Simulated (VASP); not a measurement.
# W (Fm-3m) in VASP: further runs, part 2 of 2

VASP 6.6.1. The steps go on from the part before.

### 4 Electric field gradients, PBEsol (volume scaled by 1.01)

The input, INCAR:

```
PREC = Accurate ; ENCUT = 520
EDIFF = 1E-8 ; ISMEAR = -1
SIGMA = 0.05 ; LREAL = F
LASPH = T ; NELM = 80
ALGO = Normal ; ISIF = 2
LWAVE = F ; LCHARG = F
GGA = PS ; LEFG = T
NBANDS = 13
```

The input, KPOINTS:

```
regular mesh
0
Gamma
  14 14 14
```

The input, POSCAR:

```
W
1.0
    0.0000000000      2.0367442356      2.0367442356
    2.0367442356      0.0000000000      2.0367442356
    2.0367442356      2.0367442356      0.0000000000
W
1
Direct
    0.0000000000      0.0000000000      0.0000000000
```

Potentials or basis: VASP PAW PBE potentials, release 64 (W_sv).

Command:

```
$ cat potpaw_PBE.64/W_sv/POTCAR > POTCAR
$ mpirun -np 1 vasp_std > vasp.out
```

OUTCAR:

```text
PREC = Accurate
   ENCUT = 520
   EDIFF = 1E-8
   ISMEAR = -1
   LREAL = F
   LASPH = T
   NELM = 80
   ISIF = 2
   GGA = PS

 ion  position               nearest neighbor table
   1  0.000  0.000  0.000-

  LATTYP: Found a face centered cubic cell.
 ALAT       =     4.0734884712

  Lattice vectors:

 A1 = (   0.0000000000,   2.0367442356,   2.0367442356)
 A2 = (   2.0367442356,   0.0000000000,   2.0367442356)
 A3 = (   2.0367442356,   2.0367442356,   0.0000000000)

Analysis of symmetry for initial positions (statically):
=====================================================================
 Subroutine PRICEL returns:
 Original cell was already a primitive cell.

 Routine SETGRP: Setting up the symmetry group for a
 face centered cubic supercell.

 Subroutine GETGRP returns: Found 48 space group operations
 (whereof 48 operations were pure point group operations)
 out of a pool of 48 trial point group operations.

The static configuration has the point symmetry O_h .

Analysis of symmetry for dynamics (positions and initial velocities):
=====================================================================
 Subroutine PRICEL returns:
 Original cell was already a primitive cell.

 Routine SETGRP: Setting up the symmetry group for a
 face centered cubic supercell.

 Subroutine GETGRP returns: Found 48 space group operations
 (whereof 48 operations were pure point group operations)
 out of a pool of 48 trial point group operations.

The dynamic configuration has the point symmetry O_h .

 Subroutine INISYM returns: Found 48 space group operations
 (whereof 48 operations are pure point group operations),
 and found     1 'primitive' translations

[... 153 lines left out ...]
      5       1.0710      2.00000
      6       9.3948      1.99993
      7       9.3948      1.99993
      8       9.3948      1.99993
      9      12.3813      0.00000
     10      12.3813      0.00000
     11      22.7126      0.00000
     12      27.7483      0.00000
     13      27.7483      0.00000
[... 354 lines left out ...]
  band No.  band energies     occupation
      1     -63.7138      2.00000
      2     -27.9596      2.00000
      3     -27.5739      2.00000
      4     -27.5631      2.00000
      5       3.7323      2.00000
      6       7.7254      2.00000
      7       9.5849      1.99674
      8      10.5115      0.00001
      9      11.8293      0.00000
     10      13.3984      0.00000
     11      24.3446      0.00000
     12      27.2301      0.00000
     13      29.3356      0.00000

 [... further k-points ...]
[... 5 lines left out ...]
  --------------------------------------------------------------------------------------
  -------------------------------------------------------------------------------------
  Total       -1.5437944     -1.5437944     -1.5437944      0.0000000     -0.0000000      0.0000000
  in kB     -146.3728592   -146.3728592   -146.3728592      0.0000000     -0.0000000      0.0000000
  external PRESSURE =    -146.3728592 kB  Pullay stress =       0.0000000 kB

 VOLUME and BASIS-vectors are now :
 -----------------------------------------------------------------------------
  energy-cutoff  :      520.00
  volume of cell :       16.90
      direct lattice vectors                 reciprocal lattice vectors
     0.000000000  2.036744236  2.036744236    -0.245489832  0.245489832  0.245489832
     2.036744236  0.000000000  2.036744236     0.245489832 -0.245489832  0.245489832
     2.036744236  2.036744236  0.000000000     0.245489832  0.245489832 -0.245489832

 POSITION                                       TOTAL-FORCE (eV/Angst)
 -----------------------------------------------------------------------------------
      0.00000      0.00000      0.00000         0.000000      0.000000      0.000000
 -----------------------------------------------------------------------------------
    total drift:                                0.000000      0.000000     -0.000000

  FREE ENERGIE OF THE ION-ELECTRON SYSTEM (eV)
  ---------------------------------------------------
  free  energy   TOTEN  =       -13.2737227811 eV

  energy  without entropy=      -13.2630021798  energy(sigma->0) =      -13.26836248

 Electric field gradients (V/A^2)
---------------------------------------------------------------------
 ion       V_xx      V_yy      V_zz      V_xy      V_xz      V_yz
---------------------------------------------------------------------
   1       0.000    -0.000    -0.000    -0.000    -0.000    -0.000
---------------------------------------------------------------------

 Electric field gradients after diagonalization (V/A^2)
 (convention: |V_zz| > |V_xx| > |V_yy|)
----------------------------------------------------------------------
 ion       V_xx      V_yy      V_zz     asymmetry (V_yy - V_xx)/ V_zz
----------------------------------------------------------------------
   1       0.000     0.000    -0.001       0.000
----------------------------------------------------------------------

           NMR quadrupolar parameters

 Cq : quadrupolar parameter    Cq=e*Q*V_zz/h
 eta: asymmetry parameters     (V_yy - V_xx)/ V_zz
 Q  : nuclear electric quadrupole moment in mb (millibarn)
----------------------------------------------------------------------
 ion       Cq(MHz)       eta       Q (mb)
----------------------------------------------------------------------
   1      -0.000       0.000       1.000
----------------------------------------------------------------------
```

Wall time 16 s (1 thread of Intel Xeon Platinum 8488C (Sapphire Rapids), shared host); peak memory 0.15 GiB.

What came out:

- Free energy: -13.2737 eV
- Pressure: -14.6 GPa
- Band gap on the k mesh: zero (band 7 reaches 12.83 eV, above the bottom of band 8 at 9.39 eV)

Caveat: without QUAD_EFG the Cq values of the log hold for a quadrupole moment of 1 mb, not for the nuclei; the PAW data sets were made with another functional, which shifts forces and pressure a little; spin-orbit coupling is left out, which moves the levels of the heavy elements.

### 5 Electric field gradients, PBEsol (volume scaled by 0.99)

The input, INCAR:

```
PREC     = Accurate       # precision mode
ENCUT    = 520            # plane-wave cutoff, eV
EDIFF    = 1E-8           # SCF threshold, eV
ISMEAR   = -1             # smearing method
SIGMA    = 0.05           # smearing width, eV
LREAL    = F              # projectors in reciprocal space
LASPH    = T              # aspherical terms in the spheres
NELM     = 60             # most SCF steps
ALGO     = Normal         # electronic algorithm
ISIF     = 2              # what is computed and relaxed
LWAVE    = F              # write WAVECAR
LCHARG   = F              # write CHGCAR
GGA      = PS             # functional
LEFG     = T            
NBANDS   = 13             # bands
```

KPOINTS is that of step 4.

The input, POSCAR:

```
W
1.0
    0.0000000000      2.0232106516      2.0232106516
    2.0232106516      0.0000000000      2.0232106516
    2.0232106516      2.0232106516      0.0000000000
W
1
Direct
    0.0000000000      0.0000000000      0.0000000000
```

Potentials or basis: VASP PAW PBE potentials, release 64 (W_sv).

Command:

```
$ cat potpaw_PBE.64/W_sv/POTCAR > POTCAR
$ mpirun -np 1 vasp_std > vasp.out
```

OUTCAR:

```text
PREC = Accurate
   ENCUT = 520
   EDIFF = 1E-8
   ISMEAR = -1
   LREAL = F
   LASPH = T
   NELM = 60
   ISIF = 2
   GGA = PS

 ion  position               nearest neighbor table
   1  0.000  0.000  0.000-

  LATTYP: Found a face centered cubic cell.
 ALAT       =     4.0464213032

  Lattice vectors:

 A1 = (   0.0000000000,   2.0232106516,   2.0232106516)
 A2 = (   2.0232106516,   0.0000000000,   2.0232106516)
[... 590 lines left out ...]
    total drift:                                0.000000      0.000000     -0.000000

  FREE ENERGIE OF THE ION-ELECTRON SYSTEM (eV)
  ---------------------------------------------------
  free  energy   TOTEN  =       -13.2989210874 eV

  energy  without entropy=      -13.2885438345  energy(sigma->0) =      -13.29373246

 Electric field gradients (V/A^2)
---------------------------------------------------------------------
 ion       V_xx      V_yy      V_zz      V_xy      V_xz      V_yz
---------------------------------------------------------------------
   1       0.000    -0.000    -0.000    -0.000    -0.000    -0.000
---------------------------------------------------------------------

 Electric field gradients after diagonalization (V/A^2)
 (convention: |V_zz| > |V_xx| > |V_yy|)
----------------------------------------------------------------------
 ion       V_xx      V_yy      V_zz     asymmetry (V_yy - V_xx)/ V_zz
----------------------------------------------------------------------
   1       0.000     0.000    -0.000       0.000
----------------------------------------------------------------------

           NMR quadrupolar parameters

 Cq : quadrupolar parameter    Cq=e*Q*V_zz/h
 eta: asymmetry parameters     (V_yy - V_xx)/ V_zz
 Q  : nuclear electric quadrupole moment in mb (millibarn)
----------------------------------------------------------------------
 ion       Cq(MHz)       eta       Q (mb)
----------------------------------------------------------------------
   1      -0.000       0.000       1.000
----------------------------------------------------------------------
```

Run time: 15 s. Hardware: 1 thread of Intel Xeon Platinum 8488C (Sapphire Rapids), shared host; peak memory 0.15 GiB.

Results:

```yaml
Free_energy: -13.2989 eV
Pressure: -9.6 GPa
Band_gap_on_the_k_mesh: zero (band 7 reaches 13.21 eV, above the bottom of band 8 at 9.64 eV)
```

Levels at points of the mesh, in eV from the Fermi level:
```csv
k point,band 5,band 6,band 7,band 8,band 9,band 10
"(0.00, 0.00, 0.00)",-8.94,-0.53,-0.53,-0.53,2.54,2.54
"(0.50, 0.00, 0.00)",-5.54,-0.76,-0.76,0.65,5.00,5.00
"(0.50, 0.50, 0.00)",-5.41,-4.44,3.04,4.96,5.73,5.73
```

Caveat: without QUAD_EFG the Cq values of the log hold for a quadrupole moment of 1 mb, not for the nuclei; the PAW data sets were made with another functional, which shifts forces and pressure a little; spin-orbit coupling is left out, which moves the levels of the heavy elements.

### 6 The runs side by side

```csv
cell,gap on the mesh (eV),pressure (GPa)
"a = 2.871 Å, angles 60.0°, 1 atom",none,-12.2
"a = 2.880 Å, angles 60.0°, 1 atom",none,-14.6
"a = 2.861 Å, angles 60.0°, 1 atom",none,-9.6
```

Alike in all rows: task electric field gradients; level PBEsol; potentials or basis VASP PAW PBE potentials, release 64 (W_sv); no spin polarisation; k mesh 14 × 14 × 14; cutoff (eV) 520; smearing fermi-dirac 0.05 eV.

Caveats: the PAW data sets were made with another functional, which shifts forces and pressure a little; spin-orbit coupling is left out, which moves the levels of the heavy elements.

Absolute energies hang on the potentials; compare differences alone.
